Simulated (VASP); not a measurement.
Runs of VASP 6.6.1 on Cd. The structure is that of space group Im-3m (No. 229), or close to it. The cells are those of the table. 

```tsv
cell	k mesh	gap on the mesh (eV)	pressure (GPa)
a = 3.009, b = 2.963, c = 3.051 Å, angles 109.8, 109.1, 108.0°, 1 atom	14 × 14 × 14	none	4.8
a = 3.224 Å, angles 109.5°, 1 atom	16 × 16 × 16	none	(b)
a = 3.010 Å, angles 109.5°, 1 atom	16 × 16 × 16	none	6.0
a = 2.975 Å, angles 109.5°, 1 atom	16 × 16 × 16	none	8.7
a = 3.231 Å, angles 109.5°, 1 atom	16 × 16 × 16	none	(a)
```

Alike in all rows: task single point; level PBE; potentials or basis VASP PAW PBE potentials, release 64 (Cd); no spin polarisation; cutoff (eV) 520; smearing gaussian 0.1 eV.

Estimate the missing entries.

(a) -2.7; (b) -2.6.

Caveats: the cell stands under pressure (at least some runs).

A k mesh can miss the band edges, and the runs leave out spin-orbit coupling on Cd.

A gap of «none» marks levels without a gap at the run's occupations.
